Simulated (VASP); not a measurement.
# Bi2Te3 in VASP: a series of runs

Bi2Te3 is run at these levels: LDA, PBE, r2SCAN; tasks: single point.

All numbers are computed with VASP 6.6.1; they aren't measurements. Logs are shortened: lines on timing, memory, paths and dates and some standing lists are left out, and cuts for length are marked.

**1. The cell of the first run**

The cell holds a slab with vacuum, 5 atoms: a = 4.353 Å, b = 4.353 Å, c = 41.027 Å, α = 90.00°, β = 90.00°, γ = 120.00°.

**2. Single point, LDA**

Contents of INCAR:

```
SYSTEM = Bi2Te3
ALGO = Normal
DIPOL = 0.5 0.5 0.500
EDIFF = 1E-6
ENCUT = 520
IDIPOL = 3
ISIF = 2
ISMEAR = 0
LASPH = .True.
LCHARG = .False.
LDIPOL = .True.
LREAL = .False.
LWAVE = .False.
NBANDS = 32
NELM = 60
PREC = Accurate
SIGMA = 0.02
```

Contents of KPOINTS:

```
k-points
0
Gamma
  9 9 1
  0 0 0
```

Contents of POSCAR:

```
Bi2Te3
1.0
    4.3534683121      0.0000000000      0.0000000000
   -2.1767341560      3.7702141529      0.0000000000
    0.0000000000      0.0000000000     41.0265819916
Te Bi
3 2
Direct
    0.0000000000      0.0000000000      0.4077487542
    0.6666666667      0.3333333333      0.5000000000
    0.3333333333      0.6666666667      0.5922512458
    0.3333333333      0.6666666667      0.4501221357
    0.0000000000      0.0000000000      0.5498778643
```

Potentials or basis: VASP PAW LDA potentials, release 64 (Te, Bi_d).

Launch:

```bash
$ cat potpaw_LDA.64/Te/POTCAR potpaw_LDA.64/Bi_d/POTCAR > POTCAR
$ mpirun -np 1 vasp_std > vasp.out
```

OUTCAR:

```text
SYSTEM = Bi2Te3
   EDIFF = 1E-6
   ENCUT = 520
   ISIF = 2
   ISMEAR = 0
   LASPH = .True.
   LREAL = .False.
   NELM = 60
   PREC = Accurate

 ion  position               nearest neighbor table
   1  0.000  0.000  0.408-   4 3.06   4 3.06   4 3.06
   2  0.667  0.333  0.500-   5 3.24   4 3.24   4 3.24   5 3.24   5 3.24   4 3.24
   3  0.333  0.667  0.592-   5 3.06   5 3.06   5 3.06
   4  0.333  0.667  0.450-   1 3.06   1 3.06   1 3.06   2 3.24   2 3.24   2 3.24
   5  0.000  0.000  0.550-   3 3.06   3 3.06   3 3.06   2 3.24   2 3.24   2 3.24

  LATTYP: Found a hexagonal cell.
 ALAT       =     4.3534683121
 C/A-ratio  =     9.4238843723

  Lattice vectors:

 A1 = (   4.3534683121,   0.0000000000,   0.0000000000)
 A2 = (  -2.1767341560,   3.7702141529,   0.0000000000)
 A3 = (   0.0000000000,   0.0000000000,  41.0265819916)

Analysis of symmetry for initial positions (statically):
=====================================================================
 Subroutine PRICEL returns:
 Original cell was already a primitive cell.

 Routine SETGRP: Setting up the symmetry group for a
 hexagonal supercell.

 Subroutine GETGRP returns: Found 12 space group operations
 (whereof  6 operations were pure point group operations)
 out of a pool of 24 trial point group operations.

The static configuration has the point symmetry C_3v.
 The point group associated with its full space group is D_3d.

Analysis of symmetry for dynamics (positions and initial velocities):
=====================================================================
 Subroutine PRICEL returns:
 Original cell was already a primitive cell.

 Routine SETGRP: Setting up the symmetry group for a
 hexagonal supercell.

 Subroutine GETGRP returns: Found 12 space group operations
 (whereof  6 operations were pure point group operations)
 out of a pool of 24 trial point group operations.

The dynamic configuration has the point symmetry C_3v.
 The point group associated with its full space group is D_3d.

 Subroutine INISYM returns: Found 12 space group operations
 (whereof  6 operations are pure point group operations),
 and found     1 'primitive' translations

----------------------------------------------------------------------------------------

                                     Primitive cell

  volume of cell :     673.3901

  direct lattice vectors                    reciprocal lattice vectors
     4.353468312  0.000000000  0.000000000     0.229701913  0.132618461  0.000000000
    -2.176734156  3.770214153  0.000000000     0.000000000  0.265236923  0.000000000
     0.000000000  0.000000000 41.026581992     0.000000000  0.000000000  0.024374441

  length of vectors
     4.353468312  4.353468312 41.026581992     0.265236923  0.265236923  0.024374441

  position of ions in fractional coordinates (direct lattice)
     0.000000000  0.000000000  0.407748754
     0.666666667  0.333333333  0.500000000
     0.333333333  0.666666667  0.592251246
     0.333333333  0.666666667  0.450122136
     0.000000000  0.000000000  0.549877864

  ion indices of the primitive-cell ions
   primitive index   ion index
                 1           1
                 2           2
                 3           3
                 4           4
                 5           5

----------------------------------------------------------------------------------------

 KPOINTS: k-points

Automatic generation of k-mesh.
 Grid dimensions read from file:
 generate k-points for:    9    9    1

 Generating k-lattice:

  Cartesian coordinates                     Fractional coordinates (reciprocal lattice)
     0.025522435  0.014735385  0.000000000     0.111111111  0.000000000  0.000000000
     0.000000000  0.029470769  0.000000000     0.000000000  0.111111111  0.000000000
     0.000000000  0.000000000  0.024374441     0.000000000  0.000000000  1.000000000

  Length of vectors
     0.029470769  0.029470769  0.024374441

  Shift w.r.t. Gamma in fractional coordinates (k-lattice)
     0.000000000  0.000000000  0.000000000

 Subroutine IBZKPT returns following result:
 ===========================================

 Found     12 irreducible k-points:

 Following reciprocal coordinates:
            Coordinates               Weight
  0.000000  0.000000  0.000000      1.000000
  0.111111  0.000000  0.000000      6.000000
  0.222222  0.000000  0.000000      6.000000
  0.333333  0.000000  0.000000      6.000000
  0.444444  0.000000  0.000000      6.000000
  0.111111  0.111111  0.000000      6.000000
  0.222222  0.111111  0.000000     12.000000
  0.333333  0.111111  0.000000     12.000000
  0.444444  0.111111  0.000000      6.000000
  0.222222  0.222222  0.000000      6.000000
  0.333333  0.222222  0.000000     12.000000
  0.333333  0.333333  0.000000      2.000000
   k-points           NKPTS =     12   k-points in BZ     NKDIM =     12   number of bands    NBANDS=     32
   number of dos      NEDOS =    301   number of ions     NIONS =      5
[... 21 lines left out ...]
   NFREE  =      0    steps in history (QN), initial steepest desc. (CG)
   ISIF   =      2    stress and relaxation
   ISYM   =      2    0-nonsym 1-usesym 2-fastsym
   POTIM  = 0.5000    time-step for ionic-motion
   TEBEG  =    0.0;   TEEND  =   0.0 temperature during run
   PSTRESS=    0.0 pullay stress
   NELECT =      48.0000    total number of electrons
   NUPDOWN=      -1.0000    fix difference up-down
   EMIN   =  10.00;   EMAX   =-10.00  energy-range for DOS
   EFERMI =   0.00;   METHOD = LEGACY
   ISMEAR =     0;   SIGMA  =   0.02  broadening in eV -4-tet -1-fermi 0-gaus
   EFERMI_NEDOS =   21; number of points for ismear=-14 and -15
   IALGO  =     38    algorithm
   IMIX   =      4    mixing-type and parameters
     AMIX     =   0.40;   BMIX     =  1.00
     AMIX_MAG =   1.60;   BMIX_MAG =  1.00
  volume/ion in A,a.u.               =     134.68       908.85
  Fermi-wavevector in a.u.,A,eV,Ry     =   0.678786  1.282720  6.268894  0.460751
  Thomas-Fermi vector in A             =   1.756792
   LORBIT       =      0    0 simple, 1 ext, 2 COOP (PROOUT), +10 PAW based schemes
   GGA     = CA    functional components
   LHFCALC =     F    Hartree Fock is set to
   AEXX    =    0.0000 exact exchange contribution
   IVDW    =     0    specifies the selected vdW correction
   LEPSILON=     F    determine dielectric tensor
   LRPA    =     F    only Hartree local field effects (RPA)
 non-spin polarized calculation
 Gauss-broadening in eV      SIGMA  =   0.02
  energy-cutoff  :      520.00
  volume of cell :      673.39
 maximum number of plane-waves:     18170
   NGX = 17   NGY = 17   NGZ =153

 number of electron      48.0000000 magnetization

 dipolmoment           0.000000      0.000000      0.000001 electrons x Angstroem

 Free energy of the ion-electron system (eV)
  ---------------------------------------------------
  ext. energy  EPLUGINS =         0.00000000
  ---------------------------------------------------
  free energy    TOTEN  =       -21.25812293 eV

  energy without entropy =      -21.25812293  energy(sigma->0) =      -21.25812293

 E-fermi :  -2.7136     XC(G=0):  -2.7290

 val. band max:       -2.8426453028   @ k =   0.1111   0.1111   0.0000
 cond. band min:      -1.8880724227   @ k =   0.0000   0.0000   0.0000
 fundamental gap:      0.9545728802
 Fermi energy:        -2.7135685342

 k-point     1 :       0.0000    0.0000    0.0000
  band No.  band energies     occupation
      1     -25.4255      2.00000
      2     -25.4255      2.00000
      3     -25.4240      2.00000
      4     -25.4240      2.00000
      5     -25.4114      2.00000
      6     -25.4100      2.00000
[... 24 lines left out ...]
     31       2.1162      0.00000
     32       2.2271      0.00000

 k-point     2 :       0.1111    0.0000    0.0000
  band No.  band energies     occupation
      1     -25.4266      2.00000
      2     -25.4250      2.00000
      3     -25.4242      2.00000
      4     -25.4227      2.00000
      5     -25.4106      2.00000
      6     -25.4096      2.00000
[... 24 lines left out ...]
     31       2.2440      0.00000
     32       2.3496      0.00000
[... 313 lines left out ...]
     31       2.2375      0.00000
     32       3.2887      0.00000

 k-point    12 :       0.3333    0.3333    0.0000
  band No.  band energies     occupation
      1     -25.4284      2.00000
      2     -25.4284      2.00000
      3     -25.4264      2.00000
      4     -25.4217      2.00000
      5     -25.4076      2.00000
      6     -25.4073      2.00000
[... 24 lines left out ...]
     31       3.5745      0.00000
     32       3.5745      0.00000

------------------------ aborting loop because EDIFF is reached ----------------------------------------

 vacuum level on the upper side and lower side of the slab       (xc-potential included)        -0.095        -0.095

  FORCE on cell =-STRESS in cart. coord.  units (eV):
  Direction    XX          YY          ZZ          XY          YZ          ZX
  --------------------------------------------------------------------------------------
  -------------------------------------------------------------------------------------
  Total       -1.6828865     -1.6828865     -1.8749700     -0.0000000      0.0000000      0.0000000
  in kB       -4.0040423     -4.0040423     -4.4610610     -0.0000000      0.0000000      0.0000000
  external PRESSURE =      -4.1563819 kB  Pullay stress =       0.0000000 kB

 VOLUME and BASIS-vectors are now :
 -----------------------------------------------------------------------------
  energy-cutoff  :      520.00
  volume of cell :      673.39
      direct lattice vectors                 reciprocal lattice vectors
     4.353468312  0.000000000  0.000000000     0.229701913  0.132618461  0.000000000
    -2.176734156  3.770214153  0.000000000     0.000000000  0.265236923  0.000000000
     0.000000000  0.000000000 41.026581992     0.000000000  0.000000000  0.024374441

 POSITION                                       TOTAL-FORCE (eV/Angst)
 -----------------------------------------------------------------------------------
      0.00000      0.00000     16.72854        -0.000000      0.000000      0.296736
      2.17673      1.25674     20.51329        -0.000000     -0.000000      0.000000
     -0.00000      2.51348     24.29804        -0.000000     -0.000000     -0.296736
     -0.00000      2.51348     18.46697        -0.000000      0.000000     -0.100208
      0.00000      0.00000     22.55961         0.000000     -0.000000      0.100208
 -----------------------------------------------------------------------------------
    total drift:                                0.000000     -0.000000      0.000061

  FREE ENERGIE OF THE ION-ELECTRON SYSTEM (eV)
  ---------------------------------------------------
  free  energy   TOTEN  =       -21.2581229258 eV

  energy  without entropy=      -21.2581229258  energy(sigma->0) =      -21.25812293

 vacuum level on the upper side and lower side of the slab         2.698         2.698
```

Wall time 4.2 min (1 thread of Intel Xeon 6975P-C (Granite Rapids), shared host); peak memory 0.63 GiB.

What came out:

```yaml
Free_energy: -21.2581 eV
Largest_force: 0.297 eV/Å
Band_gap_on_the_k_mesh: 0.95 eV (least direct gap 1.22 eV)
```

Forces in eV/Å, atoms in the order of the input:
```
Te   0.000  0.000  0.297
Te   0.000  0.000  0.000
Te   0.000  0.000 -0.297
Bi   0.000  0.000 -0.100
Bi   0.000  0.000  0.100
```

Levels at points of the mesh, in eV from the valence-band top:
```tsv
k point	band 20	band 21	band 22	band 23	band 24	band 25	band 26	band 27	band 28	band 29
(0.00, 0.00, 0.00)	-0.82	-0.82	-0.46	-0.26	-0.26	0.95	1.57	1.57	2.36	2.52
```

Caveat: spin-orbit coupling is left out, which moves the levels of the heavy elements.

**3. Single point, PBE**

This run uses another cell than the first one.

Contents of INCAR:

```
ALGO     = Normal         # electronic algorithm
DIPOL    = 0.5 0.5 0.500
EDIFF    = 1E-6           # SCF threshold, eV
ENCUT    = 520            # plane-wave cutoff, eV
GGA      = PE             # functional
IDIPOL   = 3            
ISIF     = 2              # what is computed and relaxed
ISMEAR   = 0              # smearing method
LASPH    = True           # aspherical terms in the spheres
LCHARG   = False          # write CHGCAR
LDIPOL   = True         
LREAL    = False          # projectors in reciprocal space
LWAVE    = False          # write WAVECAR
NBANDS   = 32             # bands
NELM     = 60             # most SCF steps
PREC     = Accurate       # precision mode
SIGMA    = 0.02           # smearing width, eV
```

Contents of KPOINTS:

```
k-points
0
Gamma
  9 9 1
```

Contents of POSCAR:

```
Bi2Te3
1.0
    4.4310184407      0.0000000000      0.0000000000
   -2.2155092203      3.8373745343      0.0000000000
    0.0000000000      0.0000000000     41.0265819916
Te Bi
3 2
Direct
    0.0000000000      0.0000000000      0.4078254815
    0.6666666667      0.3333333333      0.5000000000
    0.3333333333      0.6666666667      0.5921745185
    0.3333333333      0.6666666667      0.4496865359
    0.0000000000      0.0000000000      0.5503134641
```

Potentials or basis: VASP PAW PBE potentials, release 64 (Te, Bi_d).

Launch:

```bash
$ cat potpaw_PBE.64/Te/POTCAR potpaw_PBE.64/Bi_d/POTCAR > POTCAR
$ mpirun -np 1 vasp_std > vasp.out
```

Wall time 5.2 min (1 thread of Intel Xeon 6975P-C (Granite Rapids), shared host); peak memory 0.92 GiB.

It converged, with:

| Property | Result |
| --- | --- |
| Free energy | -18.3569 eV |
| Largest force | 0.009 eV/Å |
| Band gap on the k mesh | 0.93 eV (least direct gap 1.21 eV) |

Forces in eV/Å, atoms in the order of the input:
```
Te   0.000  0.000 -0.009
Te   0.000  0.000  0.000
Te   0.000  0.000  0.009
Bi   0.000  0.000  0.007
Bi   0.000  0.000 -0.007
```

Levels at points of the mesh, in eV from the valence-band top:
```csv
k point,band 21,band 22,band 23,band 24,band 25,band 26,band 27,band 28
"(0.00, 0.00, 0.00)",-0.73,-0.49,-0.28,-0.28,0.93,1.58,1.58,2.32
```

Caveat: spin-orbit coupling is left out, which moves the levels of the heavy elements.

**4. Single point, r2SCAN**

Contents of POSCAR:

```
Bi2Te3
1.0
    4.3534683121      0.0000000000      0.0000000000
   -2.1767341560      3.7702141529      0.0000000000
    0.0000000000      0.0000000000     41.0265819916
Te Bi
3 2
Direct
    0.0000000000      0.0000000000      0.4077487542
    0.6666666667      0.3333333333      0.5000000000
    0.3333333333      0.6666666667      0.5922512458
    0.3333333333      0.6666666667      0.4501221357
    0.0000000000      0.0000000000      0.5498778643
```

Contents of INCAR.step1:

```
SYSTEM = Bi2Te3
  PREC = Accurate
  ENCUT = 520
  ISMEAR = 0
  SIGMA = 0.02
  LREAL = .FALSE.
  LASPH = .TRUE.
  NELM = 100
  LDIPOL = .TRUE.
  IDIPOL = 3
  DIPOL = 0.5 0.5 0.500
  NBANDS = 32
  GGA = PE
  ALGO = Normal
  EDIFF = 1E-4
  LWAVE = .TRUE.
  LCHARG = .FALSE.
```

Contents of INCAR.step2:

```
SYSTEM = Bi2Te3
  PREC = Accurate
  ENCUT = 520
  EDIFF = 1E-7
  ISMEAR = 0
  SIGMA = 0.02
  LREAL = .FALSE.
  LASPH = .TRUE.
  NELM = 100
  ALGO = Normal
  ISIF = 2
  LWAVE = .FALSE.
  LCHARG = .TRUE.
  LDIPOL = .TRUE.
  IDIPOL = 3
  DIPOL = 0.5 0.5 0.500
  METAGGA = R2SCAN
  LMIXTAU = .TRUE.
  LELF = .TRUE.
  LVHAR = .TRUE.
  LVACPOTAV = .TRUE.
  NBANDS = 32
  ISTART = 1
```

Contents of KPOINTS:

```
Automatic mesh
0
G
  9 9 1
  0 0 0
```

Launch:

```bash
$ cat potpaw_PBE.64/Te/POTCAR potpaw_PBE.64/Bi_d/POTCAR > POTCAR
$ cp INCAR.step1 INCAR
$ mpirun -np 1 vasp_std > vasp.out
$ cp INCAR.step2 INCAR
$ mpirun -np 1 vasp_std > vasp.out
```

Run time: 24 min. Hardware: 1 thread of Intel Xeon 6975P-C (Granite Rapids), shared host; peak memory 0.93 GiB.

Results (log left out):

- Free energy: -194.4915 eV
- Largest force: 0.168 eV/Å
- Band gap on the k mesh: 1.37 eV (least direct gap 1.57 eV)
- Ionisation potential of the upper face: 5.62 eV

Forces on the atoms (eV/Å):
```
Te   0.000  0.000  0.021
Te   0.000  0.000  0.000
Te   0.000  0.000 -0.021
Bi   0.000  0.000 -0.168
Bi   0.000  0.000  0.168
```

Levels at points of the mesh, in eV from the valence-band top:
| k point | band 21 | band 22 | band 23 | band 24 | band 25 | band 26 | band 27 | band 28 |
| --- | --- | --- | --- | --- | --- | --- | --- | --- |
| (0.00, 0.00, 0.00) | -0.82 | -0.38 | -0.35 | -0.35 | 1.37 | 1.74 | 1.74 | 2.73 |

Caveat: the PAW data sets were made with another functional, which shifts forces and pressure a little; spin-orbit coupling is left out, which moves the levels of the heavy elements.

**5. Single point, LDA**

This run uses another cell than the first one: it holds 10 atoms, not 5.

Contents of INCAR:

```
SYSTEM = Bi2Te3
PREC     = Accurate       ! precision mode
ENCUT    = 520            ! plane-wave cutoff, eV
EDIFF    = 1E-7           ! SCF threshold, eV
ISMEAR   = 0              ! smearing method
SIGMA    = 0.02           ! smearing width, eV
LREAL    = .FALSE.        ! projectors in reciprocal space
LASPH    = .TRUE.         ! aspherical terms in the spheres
NELM     = 60             ! most SCF steps
ALGO     = Normal         ! electronic algorithm
ISIF     = 2              ! what is computed and relaxed
LWAVE    = .FALSE.        ! write WAVECAR
LCHARG   = .FALSE.        ! write CHGCAR
LDIPOL   = .TRUE.       
IDIPOL   = 3            
DIPOL    = 0.5 0.5 0.500
NBANDS   = 59             ! bands
```

Contents of KPOINTS:

```
regular mesh
0
G
  9 9 1
  0 0 0
```

Contents of POSCAR:

```
Bi2Te3
1.0
    4.3311977525      0.0000000000      0.0000000000
   -2.1655988762      3.7509272825      0.0000000000
    0.0000000000      0.0000000000     61.2372151650
Te Bi
6 4
Direct
    0.0000000000      0.0000000000      0.3576630274
    0.6666666667      0.3333333333      0.4181994870
    0.3333333333      0.6666666667      0.4791899159
    0.6666666667      0.3333333333      0.5208100841
    0.3333333333      0.6666666667      0.5818005130
    0.0000000000      0.0000000000      0.6423369726
    0.3333333333      0.6666666667      0.3853452361
    0.0000000000      0.0000000000      0.4509779936
    0.0000000000      0.0000000000      0.5490220064
    0.6666666667      0.3333333333      0.6146547639
```

Potentials or basis: VASP PAW LDA potentials, release 64 (Te, Bi_d).

Launch:

```bash
$ cat potpaw_LDA.64/Te/POTCAR potpaw_LDA.64/Bi_d/POTCAR > POTCAR
$ mpirun -np 1 vasp_std > vasp.out
```

It took 41 min on 1 thread of Oxide Virtual Turin-like, shared host; peak memory 1 GiB.

The run converged. Its results:

| Quantity | Value |
| --- | --- |
| Free energy | -42.8845 eV |
| Largest force | 0.037 eV/Å |
| Band gap on the k mesh | 0.50 eV |

Forces in eV/Å, atoms in the order of the input:
```
Te   0.000  0.000 -0.037
Te   0.000  0.000 -0.003
Te   0.000  0.000  0.037
Te   0.000  0.000 -0.037
Te   0.000  0.000  0.003
Te   0.000  0.000  0.037
Bi   0.000  0.000  0.024
Bi   0.000  0.000 -0.019
Bi   0.000  0.000  0.019
Bi   0.000  0.000 -0.024
```

Levels at points of the mesh, in eV from the valence-band top:
```csv
k point,band 45,band 46,band 47,band 48,band 49,band 50,band 51,band 52
"(0.00, 0.00, 0.00)",-0.84,-0.69,-0.69,0.00,0.50,0.85,0.98,0.98
```

Caveat: spin-orbit coupling is left out, which moves the levels of the heavy elements.

**6. The runs side by side**

| level | potentials or basis | cell | gap on the mesh (eV) | largest force (eV/Å) |
| --- | --- | --- | --- | --- |
| LDA | VASP PAW LDA potentials, release 64 (Te, Bi_d) | a = 4.353, b = 4.353, c = 41.027 Å, angles 90.0, 90.0, 120.0°, 5 atoms, atomic positions A | 0.95 | 0.30 |
| PBE | VASP PAW PBE potentials, release 64 (Te, Bi_d) | a = 4.431, b = 4.431, c = 41.027 Å, angles 90.0, 90.0, 120.0°, 5 atoms, atomic positions B | 0.93 | 0.01 |
| r2SCAN | VASP PAW PBE potentials, release 64 (Te, Bi_d) | a = 4.353, b = 4.353, c = 41.027 Å, angles 90.0, 90.0, 120.0°, 5 atoms, atomic positions A | 1.37 | 0.17 |
| LDA | VASP PAW LDA potentials, release 64 (Te, Bi_d) | a = 4.331, b = 4.331, c = 61.237 Å, angles 90.0, 90.0, 120.0°, 10 atoms, atomic positions C | 0.50 | 0.04 |

Alike in all rows: task single point; no spin polarisation; k mesh 9 × 9 × 1; cutoff (eV) 520; smearing gaussian 0.02 eV.

Caveats: spin-orbit coupling is left out, which moves the levels of the heavy elements; the PAW data sets were made with another functional, which shifts forces and pressure a little (at least some runs).

Total energies depend on the potentials used, so only differences within one code and one set of settings carry meaning.
